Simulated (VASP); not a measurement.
Input of a VASP 6.6.1 run:

INCAR

```
SYSTEM = Zn6O
PREC = Accurate
ENCUT = 600
EDIFF = 1E-6
ISMEAR = 0
SIGMA = 0.2
LREAL = .False.
LASPH = .True.
NELM = 100
ALGO = Normal
ISIF = 3
LWAVE = .False.
LCHARG = .False.
GGA = PE
IBRION = 2
NSW = 36
EDIFFG = -0.08
```

Contents of KPOINTS:

```
Automatic mesh
0
Gamma
  7 7 2
  0 0 0
```

POSCAR

```
Zn6O
1.0
    2.8000000000      0.0000000000      0.0000000000
   -1.4000000000      2.4248711300      0.0000000000
    0.0000000000      0.0000000000     13.6000000000
Zn O
6 1
Direct
    0.3333333300      0.6666666700      0.4200000000
    0.6666666700      0.3333333300      0.5800000000
    0.6666666700      0.3333333300      0.9010000000
    0.3333333300      0.6666666700      0.0990000000
    0.6666666700      0.3333333300      0.2590000000
    0.3333333300      0.6666666700      0.7410000000
    0.0000000000      0.0000000000      0.0000000000
```

Potentials or basis: VASP PAW PBE potentials, release 64 (Zn, O).

The run is started by

```sh
$ cat potpaw_PBE.64/Zn/POTCAR potpaw_PBE.64/O/POTCAR > POTCAR
$ mpirun -np 1 vasp_std > vasp.out
```

**Question.** Predict the relaxed volume.

**Answer.** 14.18 Å³/atom.

**Question.** Predict the relaxed cell.

**Answer.** a = 2.950 Å, b = 2.950 Å, c = 13.168 Å, α = 90.00°, β = 90.00°, γ = 120.00°.

**Question.** What does it give for the space group after relaxing (to 0.1 Å)?

**Answer.** P-3m1 (No. 164).

**Question.** What does it give for the band gap on the k mesh?

**Answer.** Zero (bands 39 and 40 overlap by 1.14 eV).

Final structure:
```cif
data_structure
_symmetry_space_group_name_H-M 'P 1'
_symmetry_Int_Tables_number 1
_cell_length_a 2.9504
_cell_length_b 2.9504
_cell_length_c 13.1679
_cell_angle_alpha 90.000
_cell_angle_beta 90.000
_cell_angle_gamma 120.000
_cell_volume 99.27
loop_
_atom_site_label
_atom_site_type_symbol
_atom_site_fract_x
_atom_site_fract_y
_atom_site_fract_z
_atom_site_occupancy
Zn1 Zn 0.33333 0.66667 0.41991 1
Zn2 Zn 0.66667 0.33333 0.58009 1
Zn3 Zn 0.66667 0.33333 0.89901 1
Zn4 Zn 0.33333 0.66667 0.10099 1
Zn5 Zn 0.66667 0.33333 0.25787 1
Zn6 Zn 0.33333 0.66667 0.74213 1
O1 O 0.00000 0.00000 0.00000 1
```

Caveat: the k points lie up to 0.35 Å⁻¹ apart in the final cell, too coarse for converged energies and pressures of a metal.
